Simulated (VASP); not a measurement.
# Co (P6_3/mmc) in VASP: a series of runs

The runs below take Co through single point, with PBE.

Everything below comes from runs of VASP 6.6.1. Logs are shortened: lines on timing, memory, paths and dates and some standing lists are left out, and cuts for length are marked.

## (1) The cell of the first run

The structure is hexagonal, space group P6_3/mmc (No. 194). Conventional cell: a = 2.505 Å, b = 2.505 Å, c = 4.089 Å, α = 90.00°, β = 90.00°, γ = 120.00°. Co (site symmetry -6m2) has 12 Co at 2.50 to 2.51 Å within 3.3 Å.

## (2) Single point, PBE, collinear spin, ferromagnetic start

Input file INCAR:

```
PREC = Accurate
ENCUT = 520
EDIFF = 1E-6
ISMEAR = -1
SIGMA = 0.1
LREAL = F
LASPH = T
NELM = 150
ALGO = Normal
ISIF = 2
LWAVE = F
LCHARG = T
ISPIN = 2
MAGMOM = 1.5 1.5
LORBIT = 11
LMAXMIX = 4
GGA = PE
LELF = T
LVHAR = T
NBANDS = 20
```

Input file KPOINTS:

```
Automatic mesh
0
Gamma
  11 11 6
```

Input file POSCAR:

```
Co
1.0
    2.5053999800      0.0000000000      0.0000000000
   -1.2526999900      2.1697400300      0.0000000000
    0.0000000000      0.0000000000      4.0893000000
Co
2
Direct
    0.3333333300      0.6666666700      0.2500000000
    0.6666666700      0.3333333300      0.7500000000
```

Potentials or basis: VASP PAW PBE potentials, release 64 (Co).

Run with:

```console
$ cat potpaw_PBE.64/Co/POTCAR > POTCAR
$ mpirun -np 1 vasp_std > vasp.out
```

OUTCAR:

```text
PREC = Accurate
   ENCUT = 520
   EDIFF = 1E-6
   ISMEAR = -1
   LREAL = F
   LASPH = T
   NELM = 150
   ISIF = 2
   ISPIN = 2
   LORBIT = 11
   GGA = PE

 ion  position               nearest neighbor table
   1  0.333  0.667  0.250-   2 2.50   2 2.50   2 2.50   2 2.50   2 2.50   2 2.50
   2  0.667  0.333  0.750-   1 2.50   1 2.50   1 2.50   1 2.50   1 2.50   1 2.50

  LATTYP: Found a hexagonal cell.
 ALAT       =     2.5053999800
 C/A-ratio  =     1.6321944730

  Lattice vectors:

 A1 = (   2.5053999800,   0.0000000000,   0.0000000000)
 A2 = (  -1.2526999900,   2.1697400300,   0.0000000000)
 A3 = (   0.0000000000,   0.0000000000,   4.0893000000)

Analysis of symmetry for initial positions (statically):
=====================================================================
 Subroutine PRICEL returns:
 Original cell was already a primitive cell.

 Routine SETGRP: Setting up the symmetry group for a
 hexagonal supercell.

 Subroutine GETGRP returns: Found 24 space group operations
 (whereof 12 operations were pure point group operations)
 out of a pool of 24 trial point group operations.

The static configuration has the point symmetry D_3d.
 The point group associated with its full space group is D_6h.

Analysis of symmetry for dynamics (positions and initial velocities):
=====================================================================
 Subroutine PRICEL returns:
 Original cell was already a primitive cell.

 Routine SETGRP: Setting up the symmetry group for a
 hexagonal supercell.

 Subroutine GETGRP returns: Found 24 space group operations
 (whereof 12 operations were pure point group operations)
 out of a pool of 24 trial point group operations.

The dynamic configuration has the point symmetry D_3d.
 The point group associated with its full space group is D_6h.

Analysis of structural, dynamic, and magnetic symmetry:
=====================================================================
 Subroutine PRICEL returns:
 Original cell was already a primitive cell.

 Routine SETGRP: Setting up the symmetry group for a
 hexagonal supercell.

 Subroutine GETGRP returns: Found 24 space group operations
 (whereof 12 operations were pure point group operations)
 out of a pool of 24 trial point group operations.

The overall configuration has the point symmetry D_3d.
 The point group associated with its full space group is D_6h.

 Subroutine INISYM returns: Found 24 space group operations
 (whereof 12 operations are pure point group operations),
 and found     1 'primitive' translations

----------------------------------------------------------------------------------------

                                     Primitive cell

  volume of cell :      22.2297

  direct lattice vectors                    reciprocal lattice vectors
     2.505399980  0.000000000  0.000000000     0.399137865  0.230442354  0.000000000
    -1.252699990  2.169740030  0.000000000     0.000000000  0.460884708  0.000000000
     0.000000000  0.000000000  4.089300000     0.000000000  0.000000000  0.244540630

  length of vectors
     2.505399980  2.505399981  4.089300000     0.460884708  0.460884708  0.244540630

  position of ions in fractional coordinates (direct lattice)
     0.333333330  0.666666670  0.250000000
     0.666666670  0.333333330  0.750000000

  ion indices of the primitive-cell ions
   primitive index   ion index
                 1           1
                 2           2

----------------------------------------------------------------------------------------

 KPOINTS: Automatic mesh

Automatic generation of k-mesh.
 Grid dimensions read from file:
 generate k-points for:   11   11    6

 Generating k-lattice:

  Cartesian coordinates                     Fractional coordinates (reciprocal lattice)
     0.036285260  0.020949305  0.000000000     0.090909091  0.000000000  0.000000000
     0.000000000  0.041898610  0.000000000     0.000000000  0.090909091  0.000000000
     0.000000000  0.000000000  0.040756772     0.000000000  0.000000000  0.166666667

  Length of vectors
     0.041898610  0.041898610  0.040756772

  Shift w.r.t. Gamma in fractional coordinates (k-lattice)
     0.000000000  0.000000000  0.000000000

 Subroutine IBZKPT returns following result:
 ===========================================

 Found     64 irreducible k-points:

 Following reciprocal coordinates:
            Coordinates               Weight
  0.000000  0.000000  0.000000      1.000000
  0.090909 -0.000000  0.000000      6.000000
  0.181818 -0.000000  0.000000      6.000000
  0.272727  0.000000  0.000000      6.000000
  0.363636 -0.000000  0.000000      6.000000
  0.454545 -0.000000  0.000000      6.000000
[... 16 lines left out ...]
  0.090909  0.090909  0.166667     12.000000
  0.181818  0.090909  0.166667     24.000000
 [... further k-points ...]
   k-points           NKPTS =     64   k-points in BZ     NKDIM =     64   number of bands    NBANDS=     20
   number of dos      NEDOS =    301   number of ions     NIONS =      2
   total plane-waves  NPLWV =  12000
   dimension x,y,z NGX =    20 NGY =   20 NGZ =   30
   dimension x,y,z NGXF=    40 NGYF=   40 NGZF=   60
   ions per type =               2
   NGX,Y,Z   is equivalent  to a cutoff of  13.27, 13.27, 12.20 a.u.
   NGXF,Y,Z  is equivalent  to a cutoff of  26.54, 26.54, 24.39 a.u.
 SYSTEM =  unknown system
   PREC   = accura    normal or accurate (medium, high low for compatibility)
   ISTART =      0    job   : 0-new  1-cont  2-samecut
   ICHARG =      2    charge: 1-file 2-atom 10-const
   ISPIN  =      2    spin polarized calculation?
   LNONCOLLINEAR =      F non collinear calculations
   LSORBIT =      F    spin-orbit coupling
   LASPH  =      T    aspherical Exc in radial PAW
   ENCUT  =  520.0 eV  38.22 Ry    6.18 a.u.   4.66  4.66  7.60*2*pi/ulx,y,z
   NELM   =    150;   NELMIN=  2; NELMDL= -5     # of ELM steps
   EDIFF  = 0.1E-05   stopping-criterion for ELM
   LREAL  =      F    real-space projection
   EDIFFG = 0.1E-04   stopping-criterion for IOM
   NSW    =      0    number of steps for IOM
   IBRION =     -1    ionic relax: 0-MD 1-quasi-New 2-CG
   NFREE  =      0    steps in history (QN), initial steepest desc. (CG)
   ISIF   =      2    stress and relaxation
   ISYM   =      2    0-nonsym 1-usesym 2-fastsym
   POTIM  = 0.5000    time-step for ionic-motion
   TEBEG  =    0.0;   TEEND  =   0.0 temperature during run
   PSTRESS=    0.0 pullay stress
   NELECT =      18.0000    total number of electrons
   NUPDOWN=      -1.0000    fix difference up-down
   EMIN   =  10.00;   EMAX   =-10.00  energy-range for DOS
   EFERMI =   0.00;   METHOD = LEGACY
   ISMEAR =    -1;   SIGMA  =   0.10  broadening in eV -4-tet -1-fermi 0-gaus
   EFERMI_NEDOS =   21; number of points for ismear=-14 and -15
   IALGO  =     38    algorithm
   IMIX   =      4    mixing-type and parameters
     AMIX     =   0.40;   BMIX     =  1.00
     AMIX_MAG =   1.60;   BMIX_MAG =  1.00
  volume/ion in A,a.u.               =      11.11        75.01
  Fermi-wavevector in a.u.,A,eV,Ry     =   1.525882  2.883500 31.678680  2.328317
  Thomas-Fermi vector in A             =   2.633992
   LORBIT       =     11    0 simple, 1 ext, 2 COOP (PROOUT), +10 PAW based schemes
   GGA     = PE    functional components
   LHFCALC =     F    Hartree Fock is set to
   AEXX    =    0.0000 exact exchange contribution
   IVDW    =     0    specifies the selected vdW correction
   LEPSILON=     F    determine dielectric tensor
   LRPA    =     F    only Hartree local field effects (RPA)
 spin polarized calculation
  energy-cutoff  :      520.00
  volume of cell :       22.23
 maximum number of plane-waves:       615
 NGX is ok and might be reduce to    20
   NGX =  9   NGY =  9   NGZ = 15

 number of electron      18.0000005 magnetization       3.1657243

 Free energy of the ion-electron system (eV)
  ---------------------------------------------------
  ext. energy  EPLUGINS =         0.00000000
  ---------------------------------------------------
  free energy    TOTEN  =       -14.09148946 eV

  energy without entropy =      -14.03048778  energy(sigma->0) =      -14.06098862

 E-fermi :   9.9367     XC(G=0): -13.2617

 val. band max:        9.9142528249   @ k =   0.0909  -0.0000   0.1667
 cond. band min:       9.9503686246   @ k =   0.1818   0.1818   0.1667
 fundamental gap:      0.0361157998
 Fermi energy:         9.9366528464

 spin component 1

 k-point     1 :       0.0000    0.0000    0.0000
  band No.  band energies     occupation
      1       1.1597      1.00000
      2       4.9103      1.00000
      3       7.3213      1.00000
      4       7.3902      1.00000
      5       7.3902      1.00000
      6       7.6795      1.00000
[... 12 lines left out ...]
     19      35.5839      0.00000
     20      35.5839      0.00000
[... 507 lines left out ...]
 k-point    24 :       0.1818    0.0909    0.1667
  band No.  band energies     occupation
      1       3.2468      1.00000
      2       5.8031      1.00000
      3       6.4044      1.00000
      4       6.6965      1.00000
      5       7.2666      1.00000
      6       7.5450      1.00000
[... 12 lines left out ...]
     19      34.7179      0.00000
     20      36.1305      0.00000

 [... further k-points ...]

 spin component 2

 k-point     1 :       0.0000    0.0000    0.0000
  band No.  band energies     occupation
      1       1.1347      1.00000
      2       5.8203      1.00000
      3       8.9178      0.99996
      4       8.9993      0.99992
      5       8.9993      0.99992
      6       9.3393      0.99746
[... 12 lines left out ...]
     19      35.8473      0.00000
     20      35.8473      0.00000
[... 507 lines left out ...]
 k-point    24 :       0.1818    0.0909    0.1667
  band No.  band energies     occupation
      1       3.2677      1.00000
      2       6.7409      1.00000
      3       7.5319      1.00000
      4       8.0979      1.00000
      5       8.8395      0.99998
      6       9.0970      0.99977
[... 12 lines left out ...]
     19      34.9536      0.00000
     20      36.2551      0.00000

 [... further k-points ...]

------------------------ aborting loop because EDIFF is reached ----------------------------------------

  FORCE on cell =-STRESS in cart. coord.  units (eV):
  Direction    XX          YY          ZZ          XY          YZ          ZX
  --------------------------------------------------------------------------------------
  -------------------------------------------------------------------------------------
  Total       -0.7013796     -0.7013796     -0.9579309     -0.0000000      0.0000000      0.0000000
  in kB      -50.5510228    -50.5510228    -69.0416242     -0.0000000      0.0000000      0.0000000
  external PRESSURE =     -56.7145566 kB  Pullay stress =       0.0000000 kB

 VOLUME and BASIS-vectors are now :
 -----------------------------------------------------------------------------
  energy-cutoff  :      520.00
  volume of cell :       22.23
      direct lattice vectors                 reciprocal lattice vectors
     2.505399980  0.000000000  0.000000000     0.399137865  0.230442354  0.000000000
    -1.252699990  2.169740030  0.000000000     0.000000000  0.460884708  0.000000000
     0.000000000  0.000000000  4.089300000     0.000000000  0.000000000  0.244540630

 POSITION                                       TOTAL-FORCE (eV/Angst)
 -----------------------------------------------------------------------------------
     -0.00000      1.44649      1.02232         0.000000     -0.000000      0.000000
      1.25270      0.72325      3.06697        -0.000000      0.000000      0.000000
 -----------------------------------------------------------------------------------
    total drift:                               -0.000000      0.000000     -0.000000

  FREE ENERGIE OF THE ION-ELECTRON SYSTEM (eV)
  ---------------------------------------------------
  free  energy   TOTEN  =       -14.0914894562 eV

  energy  without entropy=      -14.0304877846  energy(sigma->0) =      -14.06098862

 total charge

# of ion       s       p       d       tot
------------------------------------------
    1        0.477   0.499   7.251   8.228
    2        0.477   0.499   7.251   8.228
--------------------------------------------------
tot          0.955   0.998  14.503  16.455

 magnetization (x)

# of ion       s       p       d       tot
------------------------------------------
    1       -0.016  -0.056   1.682   1.610
    2       -0.016  -0.056   1.682   1.610
--------------------------------------------------
tot         -0.032  -0.113   3.364   3.219
```

Run time: 43 s. Hardware: 1 thread of Intel Xeon Platinum 8488C (Sapphire Rapids), shared host; peak memory 0.16 GiB.

What came out:

```yaml
Free_energy: -14.0915 eV
Pressure: -5.7 GPa
Net_moment: 3.17 μB per cell
Site_moments: Co +1.61 μB
Valence_electrons_inside_the_program's_atomic_spheres: Co 8.23
```

Stress tensor (GPa, compression positive):
```
-5.06  0.00  0.00
 0.00 -5.06  0.00
 0.00  0.00 -6.90
```

Caveat: the cell stands under tension.

## (3) Single point, PBE, collinear spin

Input file INCAR:

```
ALGO = Normal
EDIFF = 1E-6
ENCUT = 520
GGA = PE
ISIF = 2
ISMEAR = -1
ISPIN = 2
LASPH = True
LCHARG = False
LMAXMIX = 4
LORBIT = 11
LREAL = False
LWAVE = False
MAGMOM = 3 0
NBANDS = 20
NELM = 150
PREC = Accurate
SIGMA = 0.1
```

Input file KPOINTS:

```
k-points
0
Gamma
  11 11 6
```

POSCAR is that of step 2.

Potentials or basis: VASP PAW PBE potentials, release 64 (Co).

Run with:

```console
$ cat potpaw_PBE.64/Co/POTCAR > POTCAR
$ mpirun -np 1 vasp_std > vasp.out
```

It took 54 s on 1 thread of Intel Xeon Platinum 8488C (Sapphire Rapids), shared host; peak memory 0.17 GiB.

It converged, with:

| Item | Value |
| --- | --- |
| Free energy | -14.0915 eV |
| Pressure | -5.7 GPa |
| Net moment | 3.17 μB per cell |
| Site moments | Co +1.61 μB |
| Valence electrons inside the program's atomic spheres | Co 8.23 |

Stress tensor (GPa, compression positive):
```
-5.04  0.00  0.00
 0.00 -5.04  0.00
 0.00  0.00 -6.89
```

Levels at points of the mesh, in eV from the Fermi level:
Spin up:
```csv
k point,band 9,band 10,band 11,band 12,band 13,band 14
"(0.00, 0.00, 0.00)",-1.90,-0.87,-0.87,-0.17,6.01,21.88
"(0.00, 0.00, 0.50)",-1.17,-1.17,-1.17,-1.17,14.50,14.50
```
Spin down:
| k point | band 5 | band 6 | band 7 | band 8 | band 9 | band 10 |
| --- | --- | --- | --- | --- | --- | --- |
| (0.00, 0.00, 0.00) | -0.94 | -0.60 | -0.60 | -0.25 | -0.14 | -0.14 |
| (0.00, 0.00, 0.50) | -0.99 | -0.99 | -0.99 | -0.99 | 0.67 | 0.67 |

Caveat: the cell stands under tension.

[end of part 1 of 2]
